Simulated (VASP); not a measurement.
# I (Cmce) in VASP: notebook

The runs below take I through band structure, single point, equation of state, with r2SCAN-EpsX, AM05, TPSS.

All numbers are computed with VASP 6.6.1; they aren't measurements. Logs are shortened: lines on timing, memory, paths and dates and some standing lists are left out, and cuts for length are marked.

## (1) The cell of the first run

Symmetry: Cmce, No. 64, orthorhombic system. The conventional cell has a = 7.270 Å, b = 4.790 Å, c = 9.793 Å, α = 90.00°, β = 90.00°, γ = 90.00°. I (site symmetry m) has 3 I at 2.68 to 3.56 Å within 3.6 Å.

## (2) Band structure, r2SCAN-EpsX

The input, POSCAR:

```
I
1.0
    3.6350350000     -2.3950200000      0.0000000000
    3.6350350000      2.3950200000      0.0000000000
    0.0000000000      0.0000000000      9.7934400000
I
4
Direct
    0.6493000000      0.3507000000      0.3844000000
    0.1493000000      0.8507000000      0.1156000000
    0.3507000000      0.6493000000      0.6156000000
    0.8507000000      0.1493000000      0.8844000000
```

The input, INCAR.step1:

```
SYSTEM = I
  ALGO = Normal
  EDIFF = 1E-8
  ENCUT = 520
  GGA = PE
  ISIF = 2
  ISMEAR = 0
  KPAR = 4
  LASPH = .True.
  LCHARG = .False.
  LEPSILON = .True.
  LREAL = .False.
  LWAVE = .False.
  NELM = 80
  PREC = Accurate
  SIGMA = 0.02
```

The input, KPOINTS.step1:

```
Automatic mesh
0
G
  8 8 4
  0 0 0
```

The input, INCAR.step2:

```
SYSTEM = I
  ALGO = Normal
  EDIFF = 1E-5
  ENCUT = 520
  GGA = PE
  ISIF = 2
  ISMEAR = 0
  KPAR = 4
  LASPH = .True.
  LCHARG = .False.
  LREAL = .False.
  LWAVE = .True.
  NBANDS = 22
  NELM = 80
  PREC = Accurate
  SIGMA = 0.02
```

The input, KPOINTS.step2:

```
k-points
0
Gamma
  6 6 2
  0 0 0
```

The input, INCAR.step3:

```
SYSTEM = I
  AEXX = 0.1234
  ALGO = Normal
  EDIFF = 1E-6
  ENCUT = 520
  HFRCUT = -1
  ISIF = 2
  ISMEAR = 0
  ISTART = 1
  KPAR = 4
  LASPH = .True.
  LCHARG = .False.
  LHFCALC = .True.
  LMIXTAU = .True.
  LREAL = .False.
  LWAVE = .False.
  METAGGA = R2SCAN
  NBANDS = 22
  NELM = 80
  PREC = Accurate
  PRECFOCK = Fast
  SIGMA = 0.02
```

The input, KPOINTS.step3:

```
k-points
0
Gamma
  6 6 2
  0 0 0
```

The input, KPOINTS_OPT:

```
path GXSRAZGYX1A1TY,ZT
10
line-mode
reciprocal
 0.0000000000  0.0000000000  0.0000000000  G
 0.3585278261 -0.3585278261  0.0000000000  X

 0.3585278261 -0.3585278261  0.0000000000  X
 0.0000000000 -0.5000000000  0.0000000000  S

 0.0000000000 -0.5000000000  0.0000000000  S
 0.0000000000 -0.5000000000 -0.5000000000  R

 0.0000000000 -0.5000000000 -0.5000000000  R
 0.3585278261 -0.3585278261 -0.5000000000  A

 0.3585278261 -0.3585278261 -0.5000000000  A
 0.0000000000  0.0000000000 -0.5000000000  Z

 0.0000000000  0.0000000000 -0.5000000000  Z
 0.0000000000  0.0000000000  0.0000000000  G

 0.0000000000  0.0000000000  0.0000000000  G
-0.5000000000 -0.5000000000  0.0000000000  Y

-0.5000000000 -0.5000000000  0.0000000000  Y
-0.3585278261 -0.6414721739  0.0000000000  X1

-0.3585278261 -0.6414721739  0.0000000000  X1
-0.3585278261 -0.6414721739 -0.5000000000  A1

-0.3585278261 -0.6414721739 -0.5000000000  A1
-0.5000000000 -0.5000000000 -0.5000000000  T

-0.5000000000 -0.5000000000 -0.5000000000  T
-0.5000000000 -0.5000000000  0.0000000000  Y

 0.0000000000  0.0000000000 -0.5000000000  Z
-0.5000000000 -0.5000000000 -0.5000000000  T
```

Potentials or basis: VASP PAW PBE potentials, release 64 (I).

Started as:

```console
> cat potpaw_PBE.64/I/POTCAR > POTCAR
> cp INCAR.step1 INCAR
> cp KPOINTS.step1 KPOINTS
> mpirun -np 4 vasp_std > vasp.out
> cp INCAR.step2 INCAR
> cp KPOINTS.step2 KPOINTS
> mpirun -np 4 vasp_std > vasp.out
> cp INCAR.step3 INCAR
> cp KPOINTS.step3 KPOINTS
> mpirun -np 4 vasp_std > vasp.out
```

OUTCAR:

```text
SYSTEM = I
   AEXX = 0.1234
   EDIFF = 1E-6
   ENCUT = 520
   ISIF = 2
   ISMEAR = 0
   ISTART = 1
   LASPH = .True.
   LHFCALC = .True.
   LREAL = .False.
   METAGGA = R2SCAN
   NELM = 80
   PREC = Accurate
   PRECFOCK = Fast

 ion  position               nearest neighbor table
   1  0.649  0.351  0.384-   3 2.68   2 3.56   2 3.56
   2  0.149  0.851  0.116-   4 2.68   1 3.56   1 3.56
   3  0.351  0.649  0.616-   1 2.68   4 3.56   4 3.56
   4  0.851  0.149  0.884-   2 2.68   3 3.56   3 3.56

  LATTYP: Found a base centered orthorhombic cell.
 ALAT       =     4.7900400000
 B/A-ratio  =     1.5177472422
 C/A-ratio  =     2.0445424255

  Lattice vectors:

 A1 = (  -3.6350350000,  -2.3950200000,   0.0000000000)
 A2 = (   3.6350350000,  -2.3950200000,   0.0000000000)
 A3 = (   0.0000000000,   0.0000000000,   9.7934400000)

Analysis of symmetry for initial positions (statically):
=====================================================================
 Subroutine PRICEL returns:
 Original cell was already a primitive cell.

 Routine SETGRP: Setting up the symmetry group for a
 base centered orthorhombic supercell.

 Subroutine GETGRP returns: Found  8 space group operations
 (whereof  4 operations were pure point group operations)
 out of a pool of  8 trial point group operations.

The static configuration has the point symmetry C_2h.
 The point group associated with its full space group is D_2h.

Analysis of symmetry for dynamics (positions and initial velocities):
=====================================================================
 Subroutine PRICEL returns:
 Original cell was already a primitive cell.

 Routine SETGRP: Setting up the symmetry group for a
 base centered orthorhombic supercell.

 Subroutine GETGRP returns: Found  8 space group operations
 (whereof  4 operations were pure point group operations)
 out of a pool of  8 trial point group operations.

The dynamic configuration has the point symmetry C_2h.
 The point group associated with its full space group is D_2h.

 Subroutine INISYM returns: Found  8 space group operations
 (whereof  4 operations are pure point group operations),
 and found     1 'primitive' translations

----------------------------------------------------------------------------------------

                                     Primitive cell

  volume of cell :     170.5230

  direct lattice vectors                    reciprocal lattice vectors
     3.635035000 -2.395020000  0.000000000     0.137550257 -0.208766524  0.000000000
     3.635035000  2.395020000  0.000000000     0.137550257  0.208766524  0.000000000
     0.000000000  0.000000000  9.793440000     0.000000000  0.000000000  0.102109167

  length of vectors
     4.353113857  4.353113857  9.793440000     0.250007070  0.250007070  0.102109167

  position of ions in fractional coordinates (direct lattice)
     0.649300000  0.350700000  0.384400000
     0.149300000  0.850700000  0.115600000
     0.350700000  0.649300000  0.615600000
     0.850700000  0.149300000  0.884400000

  ion indices of the primitive-cell ions
   primitive index   ion index
                 1           1
                 2           2
                 3           3
                 4           4

----------------------------------------------------------------------------------------

 KPOINTS: k-points

Automatic generation of k-mesh.
 Grid dimensions read from file:
 generate k-points for:    6    6    2

 Generating k-lattice:

  Cartesian coordinates                     Fractional coordinates (reciprocal lattice)
     0.022925043 -0.034794421  0.000000000     0.166666667  0.000000000  0.000000000
     0.022925043  0.034794421  0.000000000     0.000000000  0.166666667  0.000000000
     0.000000000  0.000000000  0.051054583     0.000000000  0.000000000  0.500000000

  Length of vectors
     0.041667845  0.041667845  0.051054583

  Shift w.r.t. Gamma in fractional coordinates (k-lattice)
     0.000000000  0.000000000  0.000000000

 Subroutine IBZKPT returns following result:
 ===========================================

 Found     26 irreducible k-points:

 Following reciprocal coordinates:
            Coordinates               Weight
  0.000000  0.000000  0.000000      1.000000
  0.166667  0.000000  0.000000      4.000000
  0.333333 -0.000000  0.000000      4.000000
  0.500000  0.000000  0.000000      2.000000
  0.166667  0.166667  0.000000      2.000000
  0.333333  0.166667  0.000000      4.000000
[... 16 lines left out ...]
  0.333333  0.333333  0.500000      2.000000
  0.500000  0.333333  0.500000      4.000000
 [... further k-points ...]
   k-points           NKPTS =     26   k-points in BZ     NKDIM =     72   number of bands    NBANDS=     22
   number of dos      NEDOS =    301   number of ions     NIONS =      4
   total plane-waves  NPLWV =  81920
   dimension x,y,z NGX =    32 NGY =   32 NGZ =   80
   dimension x,y,z NGXF=    64 NGYF=   64 NGZF=  160
   ions per type =               4
   NGX,Y,Z   is equivalent  to a cutoff of  12.22, 12.22, 13.58 a.u.
   NGXF,Y,Z  is equivalent  to a cutoff of  24.44, 24.44, 27.16 a.u.
 SYSTEM =  I
   PREC   = accura    normal or accurate (medium, high low for compatibility)
   ISTART =      1    job   : 0-new  1-cont  2-samecut
   ICHARG =      0    charge: 1-file 2-atom 10-const
   ISPIN  =      1    spin polarized calculation?
   LNONCOLLINEAR =      F non collinear calculations
   LSORBIT =      F    spin-orbit coupling
   LASPH  =      T    aspherical Exc in radial PAW
   ENCUT  =  520.0 eV  38.22 Ry    6.18 a.u.   8.09  8.09 18.21*2*pi/ulx,y,z
   NELM   =     80;   NELMIN=  2; NELMDL=  0     # of ELM steps
   EDIFF  = 0.1E-05   stopping-criterion for ELM
   LREAL  =      F    real-space projection
   EDIFFG = 0.1E-04   stopping-criterion for IOM
   NSW    =      0    number of steps for IOM
   IBRION =     -1    ionic relax: 0-MD 1-quasi-New 2-CG
   NFREE  =      0    steps in history (QN), initial steepest desc. (CG)
   ISIF   =      2    stress and relaxation
   ISYM   =      3    0-nonsym 1-usesym 2-fastsym
   POTIM  = 0.5000    time-step for ionic-motion
   TEBEG  =    0.0;   TEEND  =   0.0 temperature during run
   PSTRESS=    0.0 pullay stress
   NELECT =      28.0000    total number of electrons
   NUPDOWN=      -1.0000    fix difference up-down
   EMIN   =  10.00;   EMAX   =-10.00  energy-range for DOS
   EFERMI =   0.00;   METHOD = LEGACY
   ISMEAR =     0;   SIGMA  =   0.02  broadening in eV -4-tet -1-fermi 0-gaus
   EFERMI_NEDOS =   21; number of points for ismear=-14 and -15
   IALGO  =     38    algorithm
   IMIX   =      1    mixing-type and parameters
     AMIX     =   0.40;   BMIX     =  1.00
     AMIX_MAG =   1.60;   BMIX_MAG =  1.00
  volume/ion in A,a.u.               =      42.63       287.69
  Fermi-wavevector in a.u.,A,eV,Ry     =   0.896465  1.694073 10.934307  0.803649
  Thomas-Fermi vector in A             =   2.018926
   LORBIT       =      0    0 simple, 1 ext, 2 COOP (PROOUT), +10 PAW based schemes
   METAGGA = R2SCAN    functional components
   LHFCALC =     T    Hartree Fock is set to
   PRECFOCK=fast      Normal, Fast or Accurate (Low or Medium for compatibility)
   ENCUT4O =  -1.0   cutoff for four orbital integrals eV
   NKREDX  =     1    reduce k-point grid by
   NKREDY  =     1    reduce k-point grid by
   NKREDZ  =     1    reduce k-point grid by
   AEXX    =    0.1234 exact exchange contribution
   HFSCREEN=    0.0000 screening length (either q_TF or 0.3 A-1)
   HFSCREENC=   0.0000 screening length for correlation (either q_TF or 0.3 A-1)
   ENCUTFOCK=  -1.0 apply spherical cutoff to Coloumb kernel
   IVDW    =     0    specifies the selected vdW correction
   LEPSILON=     F    determine dielectric tensor
   LRPA    =     F    only Hartree local field effects (RPA)
 non-spin polarized calculation
 Gauss-broadening in eV      SIGMA  =   0.02
  energy-cutoff  :      520.00
  volume of cell :      170.52
 maximum number of plane-waves:      4632
  NGX = 18; NGY = 18; NGZ = 40

 number of electron      28.0000001 magnetization

 Free energy of the ion-electron system (eV)
  ---------------------------------------------------
  ext. energy  EPLUGINS =         0.00000000
  ---------------------------------------------------
  free energy    TOTEN  =       -88.66303615 eV

  energy without entropy =      -88.66303615  energy(sigma->0) =      -88.66303615

 E-fermi :   1.9532     XC(G=0):  -7.5123

 val. band max:        1.8192088472   @ k =   0.5000   0.0000   0.5000
 cond. band min:       4.0479300752   @ k =   0.5000   0.5000   0.0000
 fundamental gap:      2.2287212280
 Fermi energy:         1.9532239809

 k-point     1 :       0.0000    0.0000    0.0000
  band No.  band energies     occupation
      1     -12.7946      2.00000
      2     -12.2879      2.00000
      3     -10.5068      2.00000
      4      -9.4258      2.00000
      5      -2.9963      2.00000
      6      -1.5146      2.00000
[... 14 lines left out ...]
     21      10.4769      0.00000
     22      10.5587      0.00000

 k-point     2 :       0.1667    0.0000    0.0000
  band No.  band energies     occupation
      1     -12.7018      2.00000
      2     -12.2506      2.00000
      3     -10.4319      2.00000
      4      -9.5031      2.00000
      5      -2.9831      2.00000
      6      -1.7504      2.00000
[... 14 lines left out ...]
     21      10.0608      0.00000
     22      10.5497      0.00000

 k-point     3 :       0.3333   -0.0000    0.0000
  band No.  band energies     occupation
      1     -12.4766      2.00000
      2     -12.1998      2.00000
      3     -10.2393      2.00000
      4      -9.7150      2.00000
      5      -3.0241      2.00000
      6      -2.4319      2.00000
[... 14 lines left out ...]
     21      10.6361      0.00000
     22      11.6916      0.00000
[... 476 lines left out ...]
 k-point    23 :       0.3333    0.3333    0.5000
  band No.  band energies     occupation
      1     -12.3524      2.00000
      2     -12.3524      2.00000
      3      -9.8158      2.00000
      4      -9.8158      2.00000
      5      -2.3545      2.00000
      6      -2.3545      2.00000
[... 14 lines left out ...]
     21      10.6504      0.00000
     22      10.6504      0.00000

 k-point    24 :       0.5000    0.3333    0.5000
  band No.  band energies     occupation
      1     -12.2692      2.00000
      2     -12.2692      2.00000
      3      -9.8264      2.00000
      4      -9.8264      2.00000
      5      -2.4583      2.00000
      6      -2.4583      2.00000
[... 14 lines left out ...]
     21      10.5503      0.00000
     22      10.5503      0.00000

 [... further k-points ...]

------------------------ aborting loop because EDIFF is reached ----------------------------------------

  FORCE on cell =-STRESS in cart. coord.  units (eV):
  Direction    XX          YY          ZZ          XY          YZ          ZX
  --------------------------------------------------------------------------------------
  -------------------------------------------------------------------------------------
  Total        0.6152224      0.6717027      1.2443785      0.0000000      0.0000000      0.0000000
  in kB        5.7804243      6.3110941     11.6917654      0.0000000      0.0000000      0.0000000
  external PRESSURE =       7.9277613 kB  Pullay stress =       0.0000000 kB

 VOLUME and BASIS-vectors are now :
 -----------------------------------------------------------------------------
  energy-cutoff  :      520.00
  volume of cell :      170.52
      direct lattice vectors                 reciprocal lattice vectors
     3.635035000 -2.395020000  0.000000000     0.137550257 -0.208766524  0.000000000
     3.635035000  2.395020000  0.000000000     0.137550257  0.208766524  0.000000000
     0.000000000  0.000000000  9.793440000     0.000000000  0.000000000  0.102109167

 POSITION                                       TOTAL-FORCE (eV/Angst)
 -----------------------------------------------------------------------------------
      3.63503     -0.71515      3.76460         0.000000     -0.166460     -0.326895
      3.63503      1.67987      1.13212         0.000000     -0.166460      0.326895
      3.63503      0.71515      6.02884         0.000000      0.166460      0.326895
      3.63503     -1.67987      8.66132         0.000000      0.166460     -0.326895
 -----------------------------------------------------------------------------------
    total drift:                               -0.000000     -0.000000     -0.000000

  FREE ENERGIE OF THE ION-ELECTRON SYSTEM (eV)
  ---------------------------------------------------
  free  energy   TOTEN  =       -88.6630361464 eV

  energy  without entropy=      -88.6630361464  energy(sigma->0) =      -88.66303615
```

Run time: 68 min. Hardware: 4 MPI ranks of Intel Xeon Platinum 8488C (Sapphire Rapids), shared host; peak memory 0.66 GiB.

Results:

```
Free energy             : -88.6630 eV
Pressure                : 0.8 GPa
Largest force           : 0.367 eV/Å
Band gap on the k mesh  : 2.23 eV (least direct gap 2.42 eV)
Band gap along the path : 2.22 eV (least direct gap 2.42 eV)
```

Forces in eV/Å, atoms in the order of the input:
```
I    0.000 -0.166 -0.327
I    0.000 -0.166  0.327
I    0.000  0.166  0.327
I    0.000  0.166 -0.327
```

Stress tensor (GPa, compression positive):
```
0.58 0.00 0.00
0.00 0.63 0.00
0.00 0.00 1.17
```

Levels at the corners of the path, in eV from the valence-band top:
| point | band 11 | band 12 | band 13 | band 14 | band 15 | band 16 | band 17 | band 18 |
| --- | --- | --- | --- | --- | --- | --- | --- | --- |
| Γ | -1.19 | -0.59 | -0.17 | -0.10 | 2.32 | 3.21 | 6.40 | 6.57 |
| X | -1.70 | -1.03 | -0.65 | -0.34 | 2.60 | 2.84 | 7.40 | 7.57 |
| X | -1.70 | -1.03 | -0.65 | -0.34 | 2.60 | 2.84 | 7.40 | 7.57 |
| S | -1.29 | -1.29 | -0.49 | -0.49 | 3.19 | 3.19 | 6.59 | 6.59 |
| S | -1.29 | -1.29 | -0.49 | -0.49 | 3.19 | 3.19 | 6.59 | 6.59 |
| R | -0.84 | -0.84 | 0.00 | 0.00 | 2.62 | 2.62 | 6.97 | 6.97 |
| R | -0.84 | -0.84 | 0.00 | 0.00 | 2.62 | 2.62 | 6.97 | 6.97 |
| A | -0.93 | -0.93 | -0.60 | -0.60 | 2.69 | 2.69 | 8.03 | 8.03 |
| A | -0.93 | -0.93 | -0.60 | -0.60 | 2.69 | 2.69 | 8.03 | 8.03 |
| Z | -1.10 | -1.10 | -0.13 | -0.13 | 2.61 | 2.61 | 6.93 | 6.93 |
| Z | -1.10 | -1.10 | -0.13 | -0.13 | 2.61 | 2.61 | 6.93 | 6.93 |
| Γ | -1.19 | -0.59 | -0.17 | -0.10 | 2.32 | 3.21 | 6.40 | 6.57 |
| Γ | -1.19 | -0.59 | -0.17 | -0.10 | 2.32 | 3.21 | 6.40 | 6.57 |
| Y | -2.01 | -1.43 | -0.77 | -0.39 | 2.23 | 2.80 | 6.25 | 7.02 |
| Y | -2.01 | -1.43 | -0.77 | -0.39 | 2.23 | 2.80 | 6.25 | 7.02 |
| X1 | -1.70 | -1.03 | -0.65 | -0.34 | 2.60 | 2.84 | 7.40 | 7.57 |
| X1 | -1.70 | -1.03 | -0.65 | -0.34 | 2.60 | 2.84 | 7.40 | 7.57 |
| A1 | -0.93 | -0.93 | -0.60 | -0.60 | 2.69 | 2.69 | 8.03 | 8.03 |
| A1 | -0.93 | -0.93 | -0.60 | -0.60 | 2.69 | 2.69 | 8.03 | 8.03 |
| T | -1.31 | -1.31 | -1.11 | -1.11 | 2.36 | 2.36 | 7.24 | 7.24 |
| T | -1.31 | -1.31 | -1.11 | -1.11 | 2.36 | 2.36 | 7.24 | 7.24 |
| Y | -2.01 | -1.43 | -0.77 | -0.39 | 2.23 | 2.80 | 6.25 | 7.02 |
| Z | -1.10 | -1.10 | -0.13 | -0.13 | 2.61 | 2.61 | 6.93 | 6.93 |
| T | -1.31 | -1.31 | -1.11 | -1.11 | 2.36 | 2.36 | 7.24 | 7.24 |

Caveat: the PAW data sets were made with another functional, which shifts forces and pressure a little; spin-orbit coupling is left out, which moves the levels of the heavy elements.

[end of part 1 of 2]
